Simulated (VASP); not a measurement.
# Ta in VASP: further runs

Ta is run at these levels: PBE; tasks: single point.

Everything below comes from runs of VASP 6.6.1. Logs are shortened: lines on timing, memory, paths and dates and some standing lists are left out, and cuts for length are marked.

## Step 1: The cell of the first run

The cell holds a sheet with vacuum, 2 atoms: a = 2.719 Å, b = 2.719 Å, c = 28.487 Å, α = 90.00°, β = 90.00°, γ = 90.00°.

## Step 2: Single point, PBE

Input file INCAR:

```
ALGO     = Normal         # electronic algorithm
DIPOL    = 0.5 0.5 0.263
EDIFF    = 1E-6           # SCF threshold, eV
ENCUT    = 520            # plane-wave cutoff, eV
GGA      = PE             # functional
IDIPOL   = 3            
ISIF     = 2              # what is computed and relaxed
ISMEAR   = -1             # smearing method
LASPH    = T              # aspherical terms in the spheres
LCHARG   = F              # write CHGCAR
LDIPOL   = T            
LREAL    = F              # projectors in reciprocal space
LWAVE    = F              # write WAVECAR
NBANDS   = 18             # bands
NELM     = 80             # most SCF steps
PREC     = Accurate       # precision mode
SIGMA    = 0.05           # smearing width, eV
```

Input file KPOINTS:

```
k-points
0
Gamma
  10 10 1
```

Input file POSCAR:

```
Ta
1.0
    2.7189800000      0.0000000000      0.0000000000
    0.0000000000      2.7189800000      0.0000000000
    0.0000000000      0.0000000000     28.4866400000
Ta
2
Direct
    1.0000000000      0.5000000000      0.3025032761
    0.5000000000      0.0000000000      0.2240567239
```

Potentials or basis: VASP PAW PBE potentials, release 64 (Ta_pv).

Command:

```bash
$ cat potpaw_PBE.64/Ta_pv/POTCAR > POTCAR
$ mpirun -np 1 vasp_std > vasp.out
```

OUTCAR:

```text
EDIFF = 1E-6
   ENCUT = 520
   GGA = PE
   ISIF = 2
   ISMEAR = -1
   LASPH = T
   LREAL = F
   NELM = 80
   PREC = Accurate

 ion  position               nearest neighbor table
   1  0.000  0.500  0.303-   2 2.95   2 2.95   2 2.95   2 2.95
   2  0.500  0.000  0.224-   1 2.95   1 2.95   1 2.95   1 2.95

  LATTYP: Found a simple tetragonal cell.
 ALAT       =     2.7189800000
 C/A-ratio  =    10.4769582711

  Lattice vectors:

 A1 = (   2.7189800000,   0.0000000000,   0.0000000000)
 A2 = (   0.0000000000,   2.7189800000,   0.0000000000)
 A3 = (   0.0000000000,   0.0000000000,  28.4866400000)

Analysis of symmetry for initial positions (statically):
=====================================================================
 Subroutine PRICEL returns:
 Original cell was already a primitive cell.

 Routine SETGRP: Setting up the symmetry group for a
 simple tetragonal supercell.

 Subroutine GETGRP returns: Found 16 space group operations
 (whereof  4 operations were pure point group operations)
 out of a pool of 16 trial point group operations.

The static configuration has the point symmetry C_2v.
 The point group associated with its full space group is D_4h.

Analysis of symmetry for dynamics (positions and initial velocities):
=====================================================================
 Subroutine PRICEL returns:
 Original cell was already a primitive cell.

 Routine SETGRP: Setting up the symmetry group for a
 simple tetragonal supercell.

 Subroutine GETGRP returns: Found 16 space group operations
 (whereof  4 operations were pure point group operations)
 out of a pool of 16 trial point group operations.

The dynamic configuration has the point symmetry C_2v.
 The point group associated with its full space group is D_4h.

 Subroutine INISYM returns: Found 16 space group operations
 (whereof  4 operations are pure point group operations),
 and found     1 'primitive' translations

----------------------------------------------------------------------------------------

                                     Primitive cell

  volume of cell :     210.5975

  direct lattice vectors                    reciprocal lattice vectors
     2.718980000  0.000000000  0.000000000     0.367784978  0.000000000  0.000000000
     0.000000000  2.718980000  0.000000000     0.000000000  0.367784978  0.000000000
     0.000000000  0.000000000 28.486640000     0.000000000  0.000000000  0.035104175

  length of vectors
     2.718980000  2.718980000 28.486640000     0.367784978  0.367784978  0.035104175

  position of ions in fractional coordinates (direct lattice)
     0.000000000  0.500000000  0.302503276
     0.500000000  0.000000000  0.224056724

  ion indices of the primitive-cell ions
   primitive index   ion index
                 1           1
                 2           2

----------------------------------------------------------------------------------------

 KPOINTS: k-points

Automatic generation of k-mesh.
 Grid dimensions read from file:
 generate k-points for:   10   10    1

 Generating k-lattice:

  Cartesian coordinates                     Fractional coordinates (reciprocal lattice)
     0.036778498  0.000000000  0.000000000     0.100000000  0.000000000  0.000000000
     0.000000000  0.036778498  0.000000000     0.000000000  0.100000000  0.000000000
     0.000000000  0.000000000  0.035104175     0.000000000  0.000000000  1.000000000

  Length of vectors
     0.036778498  0.036778498  0.035104175

  Shift w.r.t. Gamma in fractional coordinates (k-lattice)
     0.000000000  0.000000000  0.000000000

 Subroutine IBZKPT returns following result:
 ===========================================

 Found     21 irreducible k-points:

 Following reciprocal coordinates:
            Coordinates               Weight
  0.000000  0.000000  0.000000      1.000000
  0.100000  0.000000  0.000000      4.000000
  0.200000  0.000000  0.000000      4.000000
  0.300000  0.000000  0.000000      4.000000
  0.400000  0.000000  0.000000      4.000000
  0.500000  0.000000  0.000000      2.000000
[... 13 lines left out ...]
  0.500000  0.400000  0.000000      4.000000
  0.500000  0.500000  0.000000      1.000000
   k-points           NKPTS =     21   k-points in BZ     NKDIM =     21   number of bands    NBANDS=     18
   number of dos      NEDOS =    301   number of ions     NIONS =      2
   total plane-waves  NPLWV =  86400
   dimension x,y,z NGX =    20 NGY =   20 NGZ =  216
   dimension x,y,z NGXF=    40 NGYF=   40 NGZF=  432
   ions per type =               2
   NGX,Y,Z   is equivalent  to a cutoff of  12.23, 12.23, 12.61 a.u.
   NGXF,Y,Z  is equivalent  to a cutoff of  24.46, 24.46, 25.21 a.u.
 SYSTEM =  unknown system
   PREC   = accura    normal or accurate (medium, high low for compatibility)
   ISTART =      0    job   : 0-new  1-cont  2-samecut
   ICHARG =      2    charge: 1-file 2-atom 10-const
   ISPIN  =      1    spin polarized calculation?
   LNONCOLLINEAR =      F non collinear calculations
   LSORBIT =      F    spin-orbit coupling
   LASPH  =      T    aspherical Exc in radial PAW
   ENCUT  =  520.0 eV  38.22 Ry    6.18 a.u.   5.06  5.06 52.97*2*pi/ulx,y,z
   NELM   =     80;   NELMIN=  2; NELMDL= -5     # of ELM steps
   EDIFF  = 0.1E-05   stopping-criterion for ELM
   LREAL  =      F    real-space projection
   EDIFFG = 0.1E-04   stopping-criterion for IOM
   NSW    =      0    number of steps for IOM
   IBRION =     -1    ionic relax: 0-MD 1-quasi-New 2-CG
   NFREE  =      0    steps in history (QN), initial steepest desc. (CG)
   ISIF   =      2    stress and relaxation
   ISYM   =      2    0-nonsym 1-usesym 2-fastsym
   POTIM  = 0.5000    time-step for ionic-motion
   TEBEG  =    0.0;   TEEND  =   0.0 temperature during run
   PSTRESS=    0.0 pullay stress
   NELECT =      22.0000    total number of electrons
   NUPDOWN=      -1.0000    fix difference up-down
   EMIN   =  10.00;   EMAX   =-10.00  energy-range for DOS
   EFERMI =   0.00;   METHOD = LEGACY
   ISMEAR =    -1;   SIGMA  =   0.05  broadening in eV -4-tet -1-fermi 0-gaus
   EFERMI_NEDOS =   21; number of points for ismear=-14 and -15
   IALGO  =     38    algorithm
   IMIX   =      4    mixing-type and parameters
     AMIX     =   0.40;   BMIX     =  1.00
     AMIX_MAG =   1.60;   BMIX_MAG =  1.00
  volume/ion in A,a.u.               =     105.30       710.59
  Fermi-wavevector in a.u.,A,eV,Ry     =   0.771018  1.457013  8.088243  0.594469
  Thomas-Fermi vector in A             =   1.872346
   LORBIT       =      0    0 simple, 1 ext, 2 COOP (PROOUT), +10 PAW based schemes
   GGA     = PE    functional components
   LHFCALC =     F    Hartree Fock is set to
   AEXX    =    0.0000 exact exchange contribution
   IVDW    =     0    specifies the selected vdW correction
   LEPSILON=     F    determine dielectric tensor
   LRPA    =     F    only Hartree local field effects (RPA)
 non-spin polarized calculation
  energy-cutoff  :      520.00
  volume of cell :      210.60
 maximum number of plane-waves:      5714
   NGX = 11   NGY = 11   NGZ =105

 dipolmoment           0.000000      0.000000     -0.000105 electrons x Angstroem

 number of electron      22.0000008 magnetization

 dipolmoment           0.000000      0.000000      0.000003 electrons x Angstroem

 Free energy of the ion-electron system (eV)
  ---------------------------------------------------
  ext. energy  EPLUGINS =         0.00000000
  ---------------------------------------------------
  free energy    TOTEN  =       -21.16142312 eV

  energy without entropy =      -21.14806086  energy(sigma->0) =      -21.15474199

 E-fermi :  -2.7277     XC(G=0):  -2.8614

 val. band max:       -2.7499402801   @ k =   0.4000   0.1000   0.0000
 cond. band min:      -2.6607905812   @ k =   0.2000   0.2000   0.0000
 fundamental gap:      0.0891496989
 Fermi energy:        -2.7277161395

 k-point     1 :       0.0000    0.0000    0.0000
  band No.  band energies     occupation
      1     -37.4513      2.00000
      2     -36.8232      2.00000
      3     -36.4308      2.00000
      4     -36.4308      2.00000
      5     -36.2718      2.00000
      6     -36.2718      2.00000
[... 10 lines left out ...]
     17       1.7256      0.00000
     18       2.1115      0.00000

 k-point     2 :       0.1000    0.0000    0.0000
  band No.  band energies     occupation
      1     -37.4283      2.00000
      2     -36.8426      2.00000
      3     -36.5360      2.00000
      4     -36.4162      2.00000
      5     -36.3996      2.00000
      6     -36.2648      2.00000
[... 10 lines left out ...]
     17       1.8205      0.00000
     18       2.1282      0.00000

 k-point     3 :       0.2000    0.0000    0.0000
  band No.  band energies     occupation
      1     -37.3745      2.00000
      2     -36.9876      2.00000
      3     -36.7128      2.00000
      4     -36.7111      2.00000
      5     -36.3767      2.00000
      6     -36.2474      2.00000
[... 10 lines left out ...]
     17       2.1497      0.00000
     18       2.2901      0.00000

 k-point     4 :       0.3000    0.0000    0.0000
  band No.  band energies     occupation
      1     -37.3822      2.00000
      2     -37.3096      2.00000
      3     -36.9937      2.00000
      4     -36.7785      2.00000
      5     -36.3239      2.00000
      6     -36.2295      2.00000
[... 10 lines left out ...]
     17       1.6731      0.00000
     18       2.8391      0.00000

 k-point     5 :       0.4000    0.0000    0.0000
  band No.  band energies     occupation
      1     -37.5795      2.00000
      2     -37.5687      2.00000
      3     -37.0004      2.00000
      4     -36.8361      2.00000
      5     -36.2728      2.00000
      6     -36.2230      2.00000
[... 10 lines left out ...]
     17       1.7838      0.00000
     18       2.5768      0.00000

 k-point     6 :       0.5000    0.0000    0.0000
  band No.  band energies     occupation
      1     -37.6742      2.00000
      2     -37.6742      2.00000
      3     -36.9145      2.00000
      4     -36.9145      2.00000
      5     -36.2368      2.00000
      6     -36.2368      2.00000
[... 10 lines left out ...]
     17       2.1878      0.00000
     18       2.1878      0.00000

 k-point     7 :       0.1000    0.1000    0.0000
  band No.  band energies     occupation
      1     -37.4054      2.00000
      2     -36.8543      2.00000
      3     -36.5476      2.00000
      4     -36.5017      2.00000
      5     -36.4082      2.00000
      6     -36.3759      2.00000
[... 10 lines left out ...]
     17       2.0506      0.00000
     18       2.1455      0.00000

 k-point     8 :       0.2000    0.1000    0.0000
  band No.  band energies     occupation
      1     -37.3517      2.00000
      2     -36.9733      2.00000
      3     -36.7231      2.00000
      4     -36.7065      2.00000
      5     -36.4844      2.00000
      6     -36.3711      2.00000
[... 10 lines left out ...]
     17       1.7920      0.00000
     18       2.0072      0.00000
[... 166 lines left out ...]
     17       1.3103      0.00000
     18       2.5582      0.00000

 k-point    17 :       0.4000    0.3000    0.0000
  band No.  band energies     occupation
      1     -37.4480      2.00000
      2     -37.4416      2.00000
      3     -37.0704      2.00000
      4     -37.0046      2.00000
      5     -36.9256      2.00000
      6     -36.8029      2.00000
[... 10 lines left out ...]
     17       3.0120      0.00000
     18       3.7983      0.00000

 k-point    18 :       0.5000    0.3000    0.0000
  band No.  band energies     occupation
      1     -37.5421      2.00000
      2     -37.5421      2.00000
      3     -37.0161      2.00000
      4     -37.0161      2.00000
      5     -36.8677      2.00000
      6     -36.8677      2.00000
[... 10 lines left out ...]
     17       4.9219      0.00000
     18       4.9219      0.00000

 k-point    19 :       0.4000    0.4000    0.0000
  band No.  band energies     occupation
      1     -37.4795      2.00000
      2     -37.4648      2.00000
      3     -37.2487      2.00000
      4     -37.2002      2.00000
      5     -36.8934      2.00000
      6     -36.8259      2.00000
[... 10 lines left out ...]
     17       3.6119      0.00000
     18       5.0687      0.00000

 k-point    20 :       0.5000    0.4000    0.0000
  band No.  band energies     occupation
      1     -37.5340      2.00000
      2     -37.5340      2.00000
      3     -37.2426      2.00000
      4     -37.2426      2.00000
      5     -36.8569      2.00000
      6     -36.8569      2.00000
[... 10 lines left out ...]
     17       5.5742      0.00000
     18       5.5742      0.00000

 k-point    21 :       0.5000    0.5000    0.0000
  band No.  band energies     occupation
      1     -37.5656      2.00000
      2     -37.5656      2.00000
      3     -37.2915      2.00000
      4     -37.2915      2.00000
      5     -36.8529      2.00000
      6     -36.8529      2.00000
[... 10 lines left out ...]
     17       6.0047      0.00000
     18       6.0047      0.00000

------------------------ aborting loop because EDIFF is reached ----------------------------------------

 vacuum level on the upper side and lower side of the slab       (xc-potential included)        -0.007        -0.007

  FORCE on cell =-STRESS in cart. coord.  units (eV):
  Direction    XX          YY          ZZ          XY          YZ          ZX
  --------------------------------------------------------------------------------------
  -------------------------------------------------------------------------------------
  Total        0.2416394      0.2416394      0.0009815      0.0000000     -0.0000000      0.0000000
  in kB        1.8383367      1.8383367      0.0074670      0.0000000     -0.0000000      0.0000000
  external PRESSURE =       1.2280468 kB  Pullay stress =       0.0000000 kB

 VOLUME and BASIS-vectors are now :
 -----------------------------------------------------------------------------
  energy-cutoff  :      520.00
  volume of cell :      210.60
      direct lattice vectors                 reciprocal lattice vectors
     2.718980000  0.000000000  0.000000000     0.367784978  0.000000000  0.000000000
     0.000000000  2.718980000  0.000000000     0.000000000  0.367784978  0.000000000
     0.000000000  0.000000000 28.486640000     0.000000000  0.000000000  0.035104175

 POSITION                                       TOTAL-FORCE (eV/Angst)
 -----------------------------------------------------------------------------------
      0.00000      1.35949      8.61730         0.000000      0.000000      0.005142
      1.35949      0.00000      6.38262         0.000000     -0.000000     -0.005142
 -----------------------------------------------------------------------------------
    total drift:                                0.000000      0.000000      0.000033

  FREE ENERGIE OF THE ION-ELECTRON SYSTEM (eV)
  ---------------------------------------------------
  free  energy   TOTEN  =       -21.1614231183 eV

  energy  without entropy=      -21.1480608632  energy(sigma->0) =      -21.15474199

 vacuum level on the upper side and lower side of the slab         1.898         1.897
```

Wall time 2.7 min (1 thread of Intel Xeon 8259CL, shared host); peak memory 0.3 GiB.

What came out:

```
Free energy            : -21.1614 eV
Largest force          : 0.005 eV/Å
Band gap on the k mesh : zero (band 11 reaches -1.15 eV, above the bottom of band 12 at -3.22 eV)
```

Forces on the atoms (eV/Å):
```
Ta   0.000  0.000  0.005
Ta   0.000  0.000 -0.005
```

Caveat: spin-orbit coupling is left out, which moves the levels of the heavy elements.

## Step 3: Single point, PBE

Input file INCAR:

```
SYSTEM = Ta
PREC = Accurate
ENCUT = 520
EDIFF = 1E-6
ISMEAR = -1
SIGMA = 0.05
LREAL = .False.
LASPH = .True.
NELM = 60
ALGO = Normal
ISIF = 2
LWAVE = .False.
LCHARG = .False.
GGA = PE
NBANDS = 18
```

Input file KPOINTS:

```
regular mesh
0
Gamma
  10 10 1
  0 0 0
```

Input file POSCAR:

```
Ta
1.0
    2.7189800000      0.0000000000      0.0000000000
    0.0000000000      2.7189800000      0.0000000000
    0.0000000000      0.0000000000     28.4866400000
Ta
2
Direct
    1.0000000000      0.5000000000      0.3025034980
    0.5000000000      0.0000000000      0.2240565020
```

Potentials or basis: VASP PAW PBE potentials, release 64 (Ta_pv).

Command:

```bash
$ cat potpaw_PBE.64/Ta_pv/POTCAR > POTCAR
$ mpirun -np 1 vasp_std > vasp.out
```

Run time: 84 s. Hardware: 1 thread of Intel Xeon Platinum 8488C (Sapphire Rapids), shared host; peak memory 0.3 GiB.

Results (log left out):

```yaml
Free_energy: -21.1614 eV
Largest_force: 0.005 eV/Å
Band_gap_on_the_k_mesh: zero (band 11 reaches -1.15 eV, above the bottom of band 12 at -3.22 eV)
```

Forces on the atoms (eV/Å):
```
Ta   0.000  0.000  0.005
Ta   0.000  0.000 -0.005
```

Levels at points of the mesh, in eV from the Fermi level:
| k point | band 9 | band 10 | band 11 | band 12 | band 13 | band 14 |
| --- | --- | --- | --- | --- | --- | --- |
| (0.00, 0.00, 0.00) | -3.26 | -1.89 | -0.97 | -0.06 | 0.92 | 2.37 |
| (0.50, 0.00, 0.00) | -1.40 | -1.40 | 0.25 | 0.25 | 1.99 | 1.99 |
| (0.50, 0.50, 0.00) | -2.52 | -2.52 | 1.58 | 1.58 | 3.04 | 3.04 |

Caveat: spin-orbit coupling is left out, which moves the levels of the heavy elements.
